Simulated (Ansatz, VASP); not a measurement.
## Li2S: VASP beside Ansatz

```xyz
3
Lattice="-0.0141 2.8202 2.8202 2.8202 -0.0141 2.8202 2.8202 2.8202 -0.0141" Properties=species:S:1:pos:R:3 pbc="T T T"
Li    1.4079    1.4079    1.4079
Li    4.2184    4.2184    4.2184
S     0.0000    0.0000    0.0000
```

Change from the starting cell: equal xy, yz and zx engineering shears of -0.5 %.

Alike in both runs: functional PBEsol; k mesh 6 × 6 × 6; no spin polarisation.

Ansatz relaxed the structure, and its values are those at the end. VASP's run is a single point on that final structure, the one shown.

|  | VASP | Ansatz |
| --- | --- | --- |
| version | VASP 6.6.1 | Ansatz 0.2.0 |
| potentials or method | VASP PAW PBE potentials, release 64 (Li_sv, S), cutoff 750 eV | all-electron LAPW, scalar-relativistic |
| occupations | gaussian, width 0.01 eV | fixed |

```tsv
	VASP	Ansatz	Ansatz less VASP
gap on the k mesh at the Fermi level (eV)	3.19	3.19	+0.001
pressure (GPa)	0.0	0.0	+0.03
```

VASP's potentials were made for PBE, not for PBEsol. Ansatz ran all-electron here, and VASP with PAW potentials.
